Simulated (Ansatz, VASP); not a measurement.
## Al2O3: VASP beside Ansatz

Contents of INCAR:

```
SYSTEM = Al2O3
ALGO = Normal ; EDIFF = 1E-6
ENCUT = 520 ; GGA = PE
ISIF = 2 ; ISMEAR = 0
IVDW = 12 ; LASPH = .TRUE.
LCHARG = .FALSE. ; LREAL = .FALSE.
LWAVE = .FALSE. ; NBANDS = 20
NELM = 80 ; PREC = Accurate
SIGMA = 0.05
```

KPOINTS

```
k-points
0
G
  12 12 4
  0 0 0
```

File POSCAR:

```
Al2O3
1.0
    2.8410600741      0.0000000000      0.0000000000
   -1.4205300371      2.4604301978      0.0000000000
    0.0000000000      0.0000000000      9.3367544600
Al O
2 3
Direct
    0.0000000000      0.0000000000      0.1499923300
    0.0000000000      0.0000000000      0.8500076700
    0.3333333333      0.6666666667      0.2223169200
    0.6666666667      0.3333333333      0.0000000000
    0.3333333333      0.6666666667      0.7776830800
```

Input for Ansatz:

```yaml
crystal:
  lattice:
    - [2.8410600741, 0.0, 0.0]
    - [-1.4205300371, 2.4604301978, 0.0]
    - [0.0, 0.0, 9.33675446]
  atoms:
    - { symbol: Al, position: [0.0, 0.0, 0.14999233] }
    - { symbol: Al, position: [0.0, 0.0, 0.85000767] }
    - { symbol: O, position: [0.3333333333, 0.6666666667, 0.22231692] }
    - { symbol: O, position: [0.6666666667, 0.3333333333, 0.0] }
    - { symbol: O, position: [0.3333333333, 0.6666666667, 0.77768308] }
basis:
  ecutwfc: 420
kpoints:
  mp_grid: { grid: [12, 12, 4] }
hamiltonian:
  xc: pbe
  dispersion: d3bj
scf:
  occupations: { method: gaussian, width: 0.05 }
output:
  forces: true
  stress: true
  eigenvalues: true
```

Change from the starting cell: strain -0.015 along x and y, +0.000 along z, atoms carried along.

Alike in both runs: task single point; functional PBE; dispersion D3(BJ); k mesh 12 × 12 × 4; occupations gaussian, width 0.05 eV; no spin polarisation.

|  | VASP | Ansatz |
| --- | --- | --- |
| version | VASP 6.6.1 | Ansatz 0.2.0 |
| potentials or method | VASP PAW PBE potentials, release 64 (Al, O), cutoff 520 eV | scalar-relativistic, plane waves, PAW |
| valence electrons in the cell | 24 | 24 |

|  | VASP | Ansatz | Ansatz less VASP |
| --- | --- | --- | --- |
| gap on the k mesh at the Fermi level (eV) | 5.18 | 5.20 | +0.018 |
| least direct gap on the mesh (eV) | 5.43 | 5.45 | +0.016 |
| pressure (GPa) | 3.5 | 3.5 | -0.05 |
| traceless stress, the component that is largest in VASP (GPa) | -3.77 | -3.53 | +0.244 |
| rms of the force components (eV/Å) | 0.191 | 0.208 | +0.0170 |

Atom by atom the forces differ by 0.017 eV/Å (rms over components).
